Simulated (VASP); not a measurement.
# ZnS (R3m) in VASP: further runs

Runs on ZnS. Level: PBEsol. Tasks: single point.

Program: VASP 6.6.1. These are calculated values, not measurements. Logs are shortened: lines on timing, memory, paths and dates and some standing lists are left out, and cuts for length are marked.

### 1 The cell of the first run

Symmetry: R3m, No. 160, trigonal system. Conventional cell: a = 3.702 Å, b = 3.702 Å, c = 27.287 Å, α = 90.00°, β = 90.00°, γ = 120.00°. Zn (site symmetry 3m) has 4 S at 2.27 Å within 3.0 Å. Within 3.0 Å of Zn (site symmetry 3m) lie 4 S at 2.27 Å. Within 3.0 Å of Zn (site symmetry 3m) lie 4 S at 2.27 Å. S (site symmetry 3m) has 4 Zn at 2.27 Å within 3.0 Å. S (site symmetry 3m) has 4 Zn at 2.27 Å within 3.0 Å. Within 3.0 Å of S (site symmetry 3m) lie 4 Zn at 2.27 Å.

### 2 Single point, PBEsol

The input, INCAR:

```
SYSTEM = ZnS
PREC = Accurate
ENCUT = 520
EDIFF = 1E-7
ISMEAR = -1
SIGMA = 0.2
LREAL = .FALSE.
LASPH = .TRUE.
NELM = 60
ALGO = Normal
ISIF = 2
LWAVE = .FALSE.
LCHARG = .FALSE.
GGA = PS
NBANDS = 36
```

The input, KPOINTS:

```
Automatic mesh
0
G
  6 6 6
  0 0 0
```

The input, POSCAR:

```
ZnS
1.0
    1.8509055901      1.0686212743      9.0956001282
   -1.8509055901      1.0686212743      9.0956001282
    0.0000000000     -2.1372415761      9.0956001282
Zn S
3 3
Direct
    0.9999710000      0.9999710000      0.9999710000
    0.2222690000      0.2222690000      0.2222690000
    0.4446130000      0.4446130000      0.4446130000
    0.0832670000      0.0832670000      0.0832670000
    0.5278420000      0.5278420000      0.5278420000
    0.3053630000      0.3053630000      0.3053630000
```

Potentials or basis: VASP PAW PBE potentials, release 64 (Zn, S).

The run is started by

```bash
$ cat potpaw_PBE.64/Zn/POTCAR potpaw_PBE.64/S/POTCAR > POTCAR
$ mpirun -np 1 vasp_std > vasp.out
```

OUTCAR:

```text
SYSTEM = ZnS
   PREC = Accurate
   ENCUT = 520
   EDIFF = 1E-7
   ISMEAR = -1
   LREAL = .FALSE.
   LASPH = .TRUE.
   NELM = 60
   ISIF = 2
   GGA = PS

 ion  position               nearest neighbor table
   1  1.000  1.000  1.000-   6 2.27   6 2.27   6 2.27   4 2.27
   2  0.222  0.222  0.222-   6 2.27   5 2.27   5 2.27   5 2.27
   3  0.445  0.445  0.445-   4 2.27   4 2.27   4 2.27   5 2.27
   4  0.083  0.083  0.083-   3 2.27   3 2.27   3 2.27   1 2.27
   5  0.528  0.528  0.528-   2 2.27   2 2.27   2 2.27   3 2.27
   6  0.305  0.305  0.305-   2 2.27   1 2.27   1 2.27   1 2.27

  LATTYP: Found a trigonal (rhomboedric) cell.
 ALAT       =     9.3433262077
 COS(alpha) =     0.9215133891

  Lattice vectors:

 A1 = (   1.8509055901,   1.0686212743,   9.0956001282)
 A2 = (  -1.8509055901,   1.0686212743,   9.0956001282)
 A3 = (   0.0000000000,  -2.1372415761,   9.0956001282)

Analysis of symmetry for initial positions (statically):
=====================================================================
 Subroutine PRICEL returns:
 Original cell was already a primitive cell.

 Routine SETGRP: Setting up the symmetry group for a
 trigonal (rhombohedral) supercell.

 Subroutine GETGRP returns: Found  6 space group operations
 (whereof  6 operations were pure point group operations)
 out of a pool of 12 trial point group operations.

The static configuration has the point symmetry C_3v.

Analysis of symmetry for dynamics (positions and initial velocities):
=====================================================================
 Subroutine PRICEL returns:
 Original cell was already a primitive cell.

 Routine SETGRP: Setting up the symmetry group for a
 trigonal (rhombohedral) supercell.

 Subroutine GETGRP returns: Found  6 space group operations
 (whereof  6 operations were pure point group operations)
 out of a pool of 12 trial point group operations.

The dynamic configuration has the point symmetry C_3v.

 Subroutine INISYM returns: Found  6 space group operations
 (whereof  6 operations are pure point group operations),
 and found     1 'primitive' translations

----------------------------------------------------------------------------------------

                                     Primitive cell

  volume of cell :     107.9420

  direct lattice vectors                    reciprocal lattice vectors
     1.850905590  1.068621274  9.095600128     0.270138035  0.155964252  0.036647750
    -1.850905590  1.068621274  9.095600128    -0.270138035  0.155964252  0.036647750
     0.000000000 -2.137241576  9.095600128     0.000000000 -0.311928503  0.036647767

  length of vectors
     9.343326208  9.343326208  9.343326134     0.314073978  0.314073978  0.314073956

  position of ions in fractional coordinates (direct lattice)
     0.999971000  0.999971000  0.999971000
     0.222269000  0.222269000  0.222269000
     0.444613000  0.444613000  0.444613000
     0.083267000  0.083267000  0.083267000
     0.527842000  0.527842000  0.527842000
     0.305363000  0.305363000  0.305363000

  ion indices of the primitive-cell ions
   primitive index   ion index
                 1           1
                 2           2
                 3           3
                 4           4
                 5           5
                 6           6

----------------------------------------------------------------------------------------

 KPOINTS: Automatic mesh

Automatic generation of k-mesh.
 Grid dimensions read from file:
 generate k-points for:    6    6    6

 Generating k-lattice:

  Cartesian coordinates                     Fractional coordinates (reciprocal lattice)
     0.045023006  0.025994042  0.006107958     0.166666667 -0.000000000 -0.000000000
    -0.045023006  0.025994042  0.006107958    -0.000000000  0.166666667 -0.000000000
     0.000000000 -0.051988084  0.006107961    -0.000000000 -0.000000000  0.166666667

  Length of vectors
     0.052345663  0.052345663  0.052345659

  Shift w.r.t. Gamma in fractional coordinates (k-lattice)
     0.000000000  0.000000000  0.000000000

 Subroutine IBZKPT returns following result:
 ===========================================

 Found     32 irreducible k-points:

 Following reciprocal coordinates:
            Coordinates               Weight
  0.000000  0.000000  0.000000      1.000000
  0.166667  0.000000  0.000000      6.000000
  0.333333 -0.000000 -0.000000      6.000000
  0.500000 -0.000000  0.000000      3.000000
  0.166667  0.166667  0.000000      6.000000
  0.333333  0.166667  0.000000     12.000000
[... 16 lines left out ...]
  0.500000  0.500000  0.166667      6.000000
 -0.333333  0.500000  0.166667     12.000000
 [... further k-points ...]
   k-points           NKPTS =     32   k-points in BZ     NKDIM =     32   number of bands    NBANDS=     36
   number of dos      NEDOS =    301   number of ions     NIONS =      6
   total plane-waves  NPLWV = 343000
   dimension x,y,z NGX =    70 NGY =   70 NGZ =   70
   dimension x,y,z NGXF=   140 NGYF=  140 NGZF=  140
   ions per type =               3   3
   NGX,Y,Z   is equivalent  to a cutoff of  12.46, 12.46, 12.46 a.u.
   NGXF,Y,Z  is equivalent  to a cutoff of  24.91, 24.91, 24.91 a.u.
 SYSTEM =  ZnS
   PREC   = accura    normal or accurate (medium, high low for compatibility)
   ISTART =      0    job   : 0-new  1-cont  2-samecut
   ICHARG =      2    charge: 1-file 2-atom 10-const
   ISPIN  =      1    spin polarized calculation?
   LNONCOLLINEAR =      F non collinear calculations
   LSORBIT =      F    spin-orbit coupling
   LASPH  =      T    aspherical Exc in radial PAW
   ENCUT  =  520.0 eV  38.22 Ry    6.18 a.u.  17.37 17.37 17.37*2*pi/ulx,y,z
   NELM   =     60;   NELMIN=  2; NELMDL= -5     # of ELM steps
   EDIFF  = 0.1E-06   stopping-criterion for ELM
   LREAL  =      F    real-space projection
   EDIFFG = 0.1E-05   stopping-criterion for IOM
   NSW    =      0    number of steps for IOM
   IBRION =     -1    ionic relax: 0-MD 1-quasi-New 2-CG
   NFREE  =      0    steps in history (QN), initial steepest desc. (CG)
   ISIF   =      2    stress and relaxation
   ISYM   =      2    0-nonsym 1-usesym 2-fastsym
   POTIM  = 0.5000    time-step for ionic-motion
   TEBEG  =    0.0;   TEEND  =   0.0 temperature during run
   PSTRESS=    0.0 pullay stress
   NELECT =      54.0000    total number of electrons
   NUPDOWN=      -1.0000    fix difference up-down
   EMIN   =  10.00;   EMAX   =-10.00  energy-range for DOS
   EFERMI =   0.00;   METHOD = LEGACY
   ISMEAR =    -1;   SIGMA  =   0.20  broadening in eV -4-tet -1-fermi 0-gaus
   EFERMI_NEDOS =   21; number of points for ismear=-14 and -15
   IALGO  =     38    algorithm
   IMIX   =      4    mixing-type and parameters
     AMIX     =   0.40;   BMIX     =  1.00
     AMIX_MAG =   1.60;   BMIX_MAG =  1.00
  volume/ion in A,a.u.               =      17.99       121.40
  Fermi-wavevector in a.u.,A,eV,Ry     =   1.299599  2.455885 22.979648  1.688956
  Thomas-Fermi vector in A             =   2.430852
   LORBIT       =      0    0 simple, 1 ext, 2 COOP (PROOUT), +10 PAW based schemes
   GGA     = PS    functional components
   LHFCALC =     F    Hartree Fock is set to
   AEXX    =    0.0000 exact exchange contribution
   IVDW    =     0    specifies the selected vdW correction
   LEPSILON=     F    determine dielectric tensor
   LRPA    =     F    only Hartree local field effects (RPA)
 non-spin polarized calculation
  energy-cutoff  :      520.00
  volume of cell :      107.94
 maximum number of plane-waves:      2926
 NGX is ok and might be reduce to    70
   NGX = 35   NGY = 35   NGZ = 35

 number of electron      53.9999999 magnetization

 Free energy of the ion-electron system (eV)
  ---------------------------------------------------
  ext. energy  EPLUGINS =         0.00000000
  ---------------------------------------------------
  free energy    TOTEN  =       -22.60826153 eV

  energy without entropy =      -22.60773544  energy(sigma->0) =      -22.60799848

 E-fermi :   4.3708     XC(G=0): -10.2835

 val. band max:        2.9377617158   @ k =   0.0000   0.0000   0.0000
 cond. band min:       5.3769464039   @ k =   0.0000   0.0000   0.0000
 fundamental gap:      2.4391846881
 Fermi energy:         4.3708164340

 k-point     1 :       0.0000    0.0000    0.0000
  band No.  band energies     occupation
      1     -10.9299      2.00000
      2     -10.1347      2.00000
      3     -10.1247      2.00000
      4      -3.8639      2.00000
      5      -3.8514      2.00000
      6      -3.8514      2.00000
[... 28 lines left out ...]
     35       9.7165      0.00000
     36      10.1931      0.00000

 k-point     2 :       0.1667    0.0000    0.0000
  band No.  band energies     occupation
      1     -10.7114      2.00000
      2     -10.0319      2.00000
      3      -9.9221      2.00000
      4      -3.8913      2.00000
      5      -3.8525      2.00000
      6      -3.8160      2.00000
[... 28 lines left out ...]
     35       9.8485      0.00000
     36      10.5963      0.00000

 k-point     3 :       0.3333   -0.0000   -0.0000
  band No.  band energies     occupation
      1     -10.1815      2.00000
      2      -9.7197      2.00000
      3      -9.5983      2.00000
      4      -3.9516      2.00000
      5      -3.8803      2.00000
      6      -3.7655      2.00000
[... 28 lines left out ...]
     35      10.8341      0.00000
     36      11.5017      0.00000
[... 742 lines left out ...]
 k-point    23 :       0.5000    0.5000    0.1667
  band No.  band energies     occupation
      1     -10.0714      2.00000
      2      -9.9562      2.00000
      3      -9.4717      2.00000
      4      -3.9511      2.00000
      5      -3.8820      2.00000
      6      -3.7797      2.00000
[... 28 lines left out ...]
     35      10.7897      0.00000
     36      11.0497      0.00000

 k-point    24 :      -0.3333    0.5000    0.1667
  band No.  band energies     occupation
      1      -9.7295      2.00000
      2      -9.7204      2.00000
      3      -9.4113      2.00000
      4      -3.8720      2.00000
      5      -3.7846      2.00000
      6      -3.7516      2.00000
[... 28 lines left out ...]
     35      10.5869      0.00000
     36      11.8145      0.00000

 [... further k-points ...]

------------------------ aborting loop because EDIFF is reached ----------------------------------------

  FORCE on cell =-STRESS in cart. coord.  units (eV):
  Direction    XX          YY          ZZ          XY          YZ          ZX
  --------------------------------------------------------------------------------------
  -------------------------------------------------------------------------------------
  Total        4.2078788      4.2078796      4.2872659      0.0000000      0.0000002     -0.0000000
  in kB       62.4573049     62.4573177     63.6356431      0.0000000      0.0000023     -0.0000000
  external PRESSURE =      62.8500885 kB  Pullay stress =       0.0000000 kB

 VOLUME and BASIS-vectors are now :
 -----------------------------------------------------------------------------
  energy-cutoff  :      520.00
  volume of cell :      107.94
      direct lattice vectors                 reciprocal lattice vectors
     1.850905590  1.068621274  9.095600128     0.270138035  0.155964252  0.036647750
    -1.850905590  1.068621274  9.095600128    -0.270138035  0.155964252  0.036647750
     0.000000000 -2.137241576  9.095600128     0.000000000 -0.311928503  0.036647767

 POSITION                                       TOTAL-FORCE (eV/Angst)
 -----------------------------------------------------------------------------------
      0.00000      0.00000     27.28601         0.000000      0.000000      0.007870
      0.00000      0.00000      6.06501         0.000000      0.000000      0.016760
      0.00000      0.00000     12.13207         0.000000      0.000000      0.003632
      0.00000      0.00000      2.27209         0.000000     -0.000000     -0.014301
      0.00000      0.00000     14.40312         0.000000     -0.000000     -0.010875
      0.00000      0.00000      8.33238         0.000000     -0.000000     -0.003085
 -----------------------------------------------------------------------------------
    total drift:                                0.000000      0.000002     -0.000166

  FREE ENERGIE OF THE ION-ELECTRON SYSTEM (eV)
  ---------------------------------------------------
  free  energy   TOTEN  =       -22.6082615271 eV

  energy  without entropy=      -22.6077354426  energy(sigma->0) =      -22.60799848
```

Run time: 19 min. Hardware: 1 thread of Intel Xeon 8259CL, shared host; peak memory 0.68 GiB.

Results:

```
Free energy            : -22.6083 eV
Pressure               : 6.3 GPa
Largest force          : 0.017 eV/Å
Band gap on the k mesh : 2.44 eV
```

Forces on the atoms (eV/Å):
```
Zn   0.000  0.000  0.008
Zn   0.000  0.000  0.017
Zn   0.000  0.000  0.004
S    0.000  0.000 -0.014
S    0.000  0.000 -0.011
S    0.000  0.000 -0.003
```

Stress tensor (GPa, compression positive):
```
6.25 0.00 0.00
0.00 6.25 0.00
0.00 0.00 6.36
```

Levels at points of the mesh, in eV from the valence-band top:
| k point | band 24 | band 25 | band 26 | band 27 | band 28 | band 29 | band 30 | band 31 |
| --- | --- | --- | --- | --- | --- | --- | --- | --- |
| (0.00, 0.00, 0.00) | -0.80 | -0.07 | 0.00 | 0.00 | 2.44 | 3.37 | 3.53 | 6.15 |
| (0.50, 0.00, 0.00) | -2.26 | -2.25 | -1.53 | -1.03 | 3.14 | 3.74 | 3.97 | 4.82 |
| (0.50, 0.50, 0.00) | -2.18 | -1.48 | -1.48 | -1.48 | 3.20 | 3.40 | 4.22 | 4.93 |
| (0.50, 0.50, 0.50) | -0.29 | -0.29 | -0.28 | -0.28 | 3.20 | 3.51 | 3.68 | 6.20 |

Caveat: the cell stands under pressure; the PAW data sets were made with another functional, which shifts forces and pressure a little. A k mesh can miss the band edges.

### 3 Single point, PBEsol

This run uses another cell than the first one, of 18.51 Å³/atom.

The input, INCAR:

```
SYSTEM = ZnS
ALGO = Normal
EDIFF = 1E-6
ENCUT = 520
GGA = PS
ISIF = 2
ISMEAR = -1
LASPH = .True.
LCHARG = .True.
LELF = .True.
LREAL = .False.
LVHAR = .True.
LWAVE = .False.
NBANDS = 36
NELM = 80
PREC = Accurate
SIGMA = 0.2
```

The input, KPOINTS:

```
k-points
0
Gamma
  6 6 6
  0 0 0
```

Edit POSCAR of step 2 so:

```diff
@@ -2,5 +2,5 @@
 1.0
-    1.8509055901      1.0686212743      9.0956001282
-   -1.8509055901      1.0686212743      9.0956001282
-    0.0000000000     -2.1372415761      9.0956001282
+    1.8686186816      1.0788479366      9.1826446528
+   -1.8686186816      1.0788479366      9.1826446528
+    0.0000000000     -2.1576948913      9.1826446528
 Zn S
```

Potentials or basis: VASP PAW PBE potentials, release 64 (Zn, S).

The run is started by

```bash
$ cat potpaw_PBE.64/Zn/POTCAR potpaw_PBE.64/S/POTCAR > POTCAR
$ mpirun -np 1 vasp_std > vasp.out
```

Run time: 17 min. Hardware: 1 thread of Intel Xeon 8259CL, shared host; peak memory 0.67 GiB.

Results (log left out):

- Free energy: -22.7034 eV
- Pressure: 3.5 GPa
- Largest force: 0.010 eV/Å
- Band gap on the k mesh: 2.31 eV

Forces on the atoms (eV/Å):
```
Zn   0.000  0.000  0.005
Zn   0.000  0.000  0.010
Zn   0.000  0.000 -0.001
S    0.000  0.000 -0.008
S    0.000  0.000 -0.007
S    0.000  0.000  0.001
```

Levels at points of the mesh, in eV from the valence-band top:
```
           k point  band 25  band 26  band 27  band 28  band 29  band 30
(0.00, 0.00, 0.00)    -0.06     0.00     0.00     2.31     3.32     3.48
(0.50, 0.00, 0.00)    -2.15    -1.46    -0.98     3.16     3.76     3.96
(0.50, 0.50, 0.00)    -1.41    -1.41    -1.41     3.21     3.45     4.20
(0.50, 0.50, 0.50)    -0.28    -0.27    -0.27     3.15     3.40     3.56
```

Caveat: the cell stands under pressure; the PAW data sets were made with another functional, which shifts forces and pressure a little.

(Continued in part 2 of 2.)
